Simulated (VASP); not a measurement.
# KI2 (P-3m1) in VASP: single point with PBE

Aim: the single point of KI2 with PBE.

All numbers are computed with VASP 6.6.1; they aren't measurements. Logs are shortened: lines on timing, memory, paths and dates and some standing lists are left out, and cuts for length are marked.

## (1) The cell of the first run

It takes space group P-3m1 (No. 164, trigonal). The conventional cell has a = 5.568 Å, b = 5.568 Å, c = 5.302 Å, α = 90.00°, β = 90.00°, γ = 120.00°. Within 4.6 Å of K (site symmetry -3m) lie 6 I at 3.53 Å. I (site symmetry 3m) has 3 K at 3.53 Å and 6 I at 4.01 to 4.34 Å within 4.6 Å.

## (2) Single point, PBE

POSCAR reads:

```
KI2
1.0
    5.5681119992      0.0000000000      0.0000000000
   -2.7840559996      4.8221264424      0.0000000000
    0.0000000000      0.0000000000      5.3023694751
K I
1 2
Direct
    0.0000000000      0.0000000000      0.0000000000
    0.3333333333      0.6666666667      0.2747595074
    0.6666666667      0.3333333333      0.7252404926
```

INCAR.step1 reads:

```
SYSTEM = KI2
PREC     = Accurate       ! precision mode
ENCUT    = 520            ! plane-wave cutoff, eV
EDIFF    = 1E-6           ! SCF threshold, eV
ISMEAR   = 0              ! smearing method
SIGMA    = 0.1            ! smearing width, eV
LREAL    = .FALSE.        ! projectors in reciprocal space
LASPH    = .TRUE.         ! aspherical terms in the spheres
NELM     = 60             ! most SCF steps
ALGO     = Normal         ! electronic algorithm
ISIF     = 2              ! what is computed and relaxed
LWAVE    = .FALSE.        ! write WAVECAR
LCHARG   = .TRUE.         ! write CHGCAR
GGA      = PE             ! functional
NBANDS   = 18             ! bands
```

KPOINTS.step1 reads:

```
Automatic mesh
0
G
  12 12 10
  0 0 0
```

INCAR.step2 reads:

```
SYSTEM = KI2
PREC     = Accurate       ! precision mode
ENCUT    = 520            ! plane-wave cutoff, eV
EDIFF    = 1E-6           ! SCF threshold, eV
ISMEAR   = -5             ! smearing method
SIGMA    = 0.1            ! smearing width, eV
LREAL    = .FALSE.        ! projectors in reciprocal space
LASPH    = .TRUE.         ! aspherical terms in the spheres
NELM     = 60             ! most SCF steps
ALGO     = Normal         ! electronic algorithm
ISIF     = 2              ! what is computed and relaxed
LWAVE    = .FALSE.        ! write WAVECAR
LCHARG   = .FALSE.        ! write CHGCAR
GGA      = PE             ! functional
LORBIT   = 11             ! projections on sites
NEDOS    = 2001           ! points of the DOS
ICHARG   = 11             ! starting density
```

KPOINTS.step2 reads:

```
Automatic mesh
0
G
  18 18 15
  0 0 0
```

Potentials or basis: VASP PAW PBE potentials, release 64 (K_sv, I).

The run is started by

```
$ cat potpaw_PBE.64/K_sv/POTCAR potpaw_PBE.64/I/POTCAR > POTCAR
$ cp INCAR.step1 INCAR
$ cp KPOINTS.step1 KPOINTS
$ mpirun -np 1 vasp_std > vasp.out
$ cp INCAR.step2 INCAR
$ cp KPOINTS.step2 KPOINTS
$ mpirun -np 1 vasp_std > vasp.out
```

OUTCAR:

```text
SYSTEM = KI2
   PREC = Accurate
   ENCUT = 520
   EDIFF = 1E-6
   ISMEAR = -5
   LREAL = .FALSE.
   LASPH = .TRUE.
   NELM = 60
   ISIF = 2
   GGA = PE
   LORBIT = 11
   ICHARG = 11

 ion  position               nearest neighbor table
   1  0.000  0.000  0.000-   2 3.53   3 3.53   2 3.53   3 3.53   3 3.53   2 3.53
   2  0.333  0.667  0.275-   1 3.53   1 3.53   1 3.53
   3  0.667  0.333  0.725-   1 3.53   1 3.53   1 3.53

  LATTYP: Found a hexagonal cell.
 ALAT       =     5.5681119992
 C/A-ratio  =     0.9522742136

  Lattice vectors:

 A1 = (   5.5681119992,   0.0000000000,   0.0000000000)
 A2 = (  -2.7840559996,   4.8221264424,   0.0000000000)
 A3 = (   0.0000000000,   0.0000000000,   5.3023694751)

Analysis of symmetry for initial positions (statically):
=====================================================================
 Subroutine PRICEL returns:
 Original cell was already a primitive cell.

 Routine SETGRP: Setting up the symmetry group for a
 hexagonal supercell.

 Subroutine GETGRP returns: Found 12 space group operations
 (whereof 12 operations were pure point group operations)
 out of a pool of 24 trial point group operations.

The static configuration has the point symmetry D_3d.

Analysis of symmetry for dynamics (positions and initial velocities):
=====================================================================
 Subroutine PRICEL returns:
 Original cell was already a primitive cell.

 Routine SETGRP: Setting up the symmetry group for a
 hexagonal supercell.

 Subroutine GETGRP returns: Found 12 space group operations
 (whereof 12 operations were pure point group operations)
 out of a pool of 24 trial point group operations.

The dynamic configuration has the point symmetry D_3d.

 Subroutine INISYM returns: Found 12 space group operations
 (whereof 12 operations are pure point group operations),
 and found     1 'primitive' translations

----------------------------------------------------------------------------------------

                                     Primitive cell

  volume of cell :     142.3694

  direct lattice vectors                    reciprocal lattice vectors
     5.568111999  0.000000000  0.000000000     0.179594089  0.103688695  0.000000000
    -2.784056000  4.822126442  0.000000000     0.000000000  0.207377391  0.000000000
     0.000000000  0.000000000  5.302369475     0.000000000  0.000000000  0.188594930

  length of vectors
     5.568111999  5.568111999  5.302369475     0.207377391  0.207377391  0.188594930

  position of ions in fractional coordinates (direct lattice)
     0.000000000  0.000000000  0.000000000
     0.333333333  0.666666667  0.274759507
     0.666666667  0.333333333  0.725240493

  ion indices of the primitive-cell ions
   primitive index   ion index
                 1           1
                 2           2
                 3           3

----------------------------------------------------------------------------------------

 KPOINTS: Automatic mesh

Automatic generation of k-mesh.
 Grid dimensions read from file:
 generate k-points for:   18   18   15

 Generating k-lattice:

  Cartesian coordinates                     Fractional coordinates (reciprocal lattice)
     0.009977449  0.005760483  0.000000000     0.055555556  0.000000000  0.000000000
     0.000000000  0.011520966  0.000000000     0.000000000  0.055555556  0.000000000
     0.000000000  0.000000000  0.012572995     0.000000000  0.000000000  0.066666667

  Length of vectors
     0.011520966  0.011520966  0.012572995

  Shift w.r.t. Gamma in fractional coordinates (k-lattice)
     0.000000000  0.000000000  0.000000000

 TETIRR: Found   7152 inequivalent tetrahedra from    29160

 Subroutine IBZKPT returns following result:
 ===========================================

 Found    485 irreducible k-points:

 Following reciprocal coordinates:
            Coordinates               Weight
  0.000000  0.000000  0.000000      1.000000
  0.055556  0.000000  0.000000      6.000000
  0.111111  0.000000  0.000000      6.000000
  0.166667 -0.000000  0.000000      6.000000
  0.222222 -0.000000  0.000000      6.000000
  0.277778  0.000000  0.000000      6.000000
[... 16 lines left out ...]
  0.333333  0.111111  0.000000     12.000000
  0.388889  0.111111  0.000000     12.000000
 [... further k-points ...]
   k-points           NKPTS =    485   k-points in BZ     NKDIM =    485   number of bands    NBANDS=     15
   number of dos      NEDOS =   2001   number of ions     NIONS =      3
   total plane-waves  NPLWV =  70560
   dimension x,y,z NGX =    42 NGY =   42 NGZ =   40
   dimension x,y,z NGXF=    84 NGYF=   84 NGZF=   80
   ions per type =               1   2
   NGX,Y,Z   is equivalent  to a cutoff of  12.54, 12.54, 12.54 a.u.
   NGXF,Y,Z  is equivalent  to a cutoff of  25.08, 25.08, 25.08 a.u.
 SYSTEM =  KI2
   PREC   = accura    normal or accurate (medium, high low for compatibility)
   ISTART =      0    job   : 0-new  1-cont  2-samecut
   ICHARG =     11    charge: 1-file 2-atom 10-const
   ISPIN  =      1    spin polarized calculation?
   LNONCOLLINEAR =      F non collinear calculations
   LSORBIT =      F    spin-orbit coupling
   LASPH  =      T    aspherical Exc in radial PAW
   ENCUT  =  520.0 eV  38.22 Ry    6.18 a.u.  10.35 10.35  9.86*2*pi/ulx,y,z
   NELM   =     60;   NELMIN=  2; NELMDL=  0     # of ELM steps
   EDIFF  = 0.1E-05   stopping-criterion for ELM
   LREAL  =      F    real-space projection
   EDIFFG = 0.1E-04   stopping-criterion for IOM
   NSW    =      0    number of steps for IOM
   IBRION =     -1    ionic relax: 0-MD 1-quasi-New 2-CG
   NFREE  =      0    steps in history (QN), initial steepest desc. (CG)
   ISIF   =      2    stress and relaxation
   ISYM   =      2    0-nonsym 1-usesym 2-fastsym
   POTIM  = 0.5000    time-step for ionic-motion
   TEBEG  =    0.0;   TEEND  =   0.0 temperature during run
   PSTRESS=    0.0 pullay stress
   NELECT =      23.0000    total number of electrons
   NUPDOWN=      -1.0000    fix difference up-down
   EMIN   =  10.00;   EMAX   =-10.00  energy-range for DOS
   EFERMI =   0.00;   METHOD = LEGACY
   ISMEAR =    -5;   SIGMA  =   0.10  broadening in eV -4-tet -1-fermi 0-gaus
   EFERMI_NEDOS =   21; number of points for ismear=-14 and -15
   IALGO  =     38    algorithm
   IMIX   =      4    mixing-type and parameters
     AMIX     =   0.40;   BMIX     =  1.00
     AMIX_MAG =   1.60;   BMIX_MAG =  1.00
  volume/ion in A,a.u.               =      47.46       320.25
  Fermi-wavevector in a.u.,A,eV,Ry     =   0.891618  1.684913 10.816384  0.794982
  Thomas-Fermi vector in A             =   2.013461
   LORBIT       =     11    0 simple, 1 ext, 2 COOP (PROOUT), +10 PAW based schemes
   GGA     = PE    functional components
   LHFCALC =     F    Hartree Fock is set to
   AEXX    =    0.0000 exact exchange contribution
   IVDW    =     0    specifies the selected vdW correction
   LEPSILON=     F    determine dielectric tensor
   LRPA    =     F    only Hartree local field effects (RPA)
 non-spin polarized calculation
 Fermi weights with tetrahedron method with Bloechl corrections
  energy-cutoff  :      520.00
  volume of cell :      142.37
 maximum number of plane-waves:      3865
 NGX is ok and might be reduce to    42

 number of electron      23.0000003 magnetization

 Free energy of the ion-electron system (eV)
  ---------------------------------------------------
  ext. energy  EPLUGINS =         0.00000000
  ---------------------------------------------------
  free energy    TOTEN  =        -6.20159499 eV

  energy without entropy =       -6.20159499  energy(sigma->0) =       -6.20159499

 E-fermi :   0.0627     XC(G=0):  -7.1441

 val. band max:        0.0662041004   @ k =   0.2778   0.2778   0.0000
 cond. band min:       0.0538567374   @ k =   0.3333   0.3333   0.3333
 fundamental gap:     -0.0123473630
 Fermi energy:         0.0626832347

 k-point     1 :       0.0000    0.0000    0.0000
  band No.  band energies     occupation
      1     -28.8503      2.00000
      2     -12.3941      2.00000
      3     -12.3383      2.00000
      4     -12.3383      2.00000
      5     -11.2024      2.00000
      6     -10.5554      2.00000
      7      -1.3996      2.00000
      8      -1.2667      2.00000
      9      -1.2667      2.00000
     10      -0.1687      2.00000
     11      -0.1687      2.00000
     12       0.2287      0.00000
     13       4.2246      0.00000
     14       5.7774      0.00000
     15       7.3314      0.00000

 k-point     2 :       0.0556    0.0000    0.0000
  band No.  band energies     occupation
      1     -28.8503      2.00000
      2     -12.3935      2.00000
      3     -12.3415      2.00000
      4     -12.3384      2.00000
      5     -11.1944      2.00000
      6     -10.5605      2.00000
      7      -1.3890      2.00000
      8      -1.2718      2.00000
      9      -1.2650      2.00000
     10      -0.1972      2.00000
     11      -0.1646      2.00000
     12       0.2148      0.00000
     13       4.2845      0.00000
     14       5.7805      0.00000
     15       7.0942      0.00000
[... 365 lines left out ...]
      3     -12.3736      2.00000
      4     -12.3485      2.00000
      5     -10.9324      2.00000
      6     -10.7445      2.00000
      7      -1.6079      2.00000
      8      -1.2655      2.00000
      9      -0.9971      2.00000
     10      -0.5436      2.00000
     11      -0.2802      2.00000
     12      -0.0234      2.00000
     13       5.2307      0.00000
     14       6.2403      0.00000
     15       6.3728      0.00000

 k-point    24 :       0.3889    0.1111    0.0000
  band No.  band energies     occupation
      1     -28.8499      2.00000
      2     -12.4240      2.00000
      3     -12.3712      2.00000
      4     -12.3500      2.00000
      5     -10.8924      2.00000
      6     -10.7782      2.00000
      7      -1.6505      2.00000
      8      -1.2777      2.00000
      9      -0.9428      2.00000
     10      -0.5146      2.00000
     11      -0.3615      2.00000
     12      -0.0117      2.00000
     13       5.1638      0.00000
     14       6.4178      0.00000
     15       6.4902      0.00000

 [... further k-points ...]

------------------------ aborting loop because EDIFF is reached ----------------------------------------

  FORCE on cell =-STRESS in cart. coord.  units (eV):
  Direction    XX          YY          ZZ          XY          YZ          ZX
  --------------------------------------------------------------------------------------
  -------------------------------------------------------------------------------------
  Total       -0.0973513     -0.0973513      0.0960912      0.0000000     -0.0000000     -0.0000000
  in kB       -1.0955593     -1.0955593      1.0813778      0.0000000     -0.0000000     -0.0000000
  external PRESSURE =      -0.3699136 kB  Pullay stress =       0.0000000 kB

 VOLUME and BASIS-vectors are now :
 -----------------------------------------------------------------------------
  energy-cutoff  :      520.00
  volume of cell :      142.37
      direct lattice vectors                 reciprocal lattice vectors
     5.568111999  0.000000000  0.000000000     0.179594089  0.103688695  0.000000000
    -2.784056000  4.822126442  0.000000000     0.000000000  0.207377391  0.000000000
     0.000000000  0.000000000  5.302369475     0.000000000  0.000000000  0.188594930

 POSITION                                       TOTAL-FORCE (eV/Angst)
 -----------------------------------------------------------------------------------
      0.00000      0.00000      0.00000        -0.000000      0.000000      0.000000
     -0.00000      3.21475      1.45688         0.000000      0.000000     -0.002261
      2.78406      1.60738      3.84549        -0.000000     -0.000000      0.002261
 -----------------------------------------------------------------------------------
    total drift:                                0.000000      0.000000     -0.000000

  FREE ENERGIE OF THE ION-ELECTRON SYSTEM (eV)
  ---------------------------------------------------
  free  energy   TOTEN  =        -6.2015949916 eV

  energy  without entropy=       -6.2015949916  energy(sigma->0) =       -6.20159499

 total charge

# of ion       s       p       d       tot
------------------------------------------
    1        1.957   5.577   0.022   7.556
    2        1.516   2.730   0.004   4.249
    3        1.516   2.730   0.004   4.249
--------------------------------------------------
tot          4.988  11.037   0.029  16.055
```

Run time: 29 min. Hardware: 1 thread of Intel Xeon 8259CL, shared host; peak memory 1.1 GiB.

Results:

```yaml
Valence_electrons_inside_the_program's_atomic_spheres: K 7.56; I 4.25
```

Levels at points of the mesh, in eV from the Fermi level:
```tsv
k point	band 8	band 9	band 10	band 11	band 12	band 13	band 14	band 15
(0.00, 0.00, 0.00)	-1.33	-1.33	-0.23	-0.23	0.17	4.16	5.71	7.27
(0.50, 0.00, 0.00)	-1.48	-0.98	-0.50	-0.45	-0.12	4.97	6.55	6.56
```

Caveat: spin-orbit coupling is left out, which moves the levels of the heavy elements; an odd number of electrons without spin polarisation forces a metal; a magnetic or distorted state may lie lower.
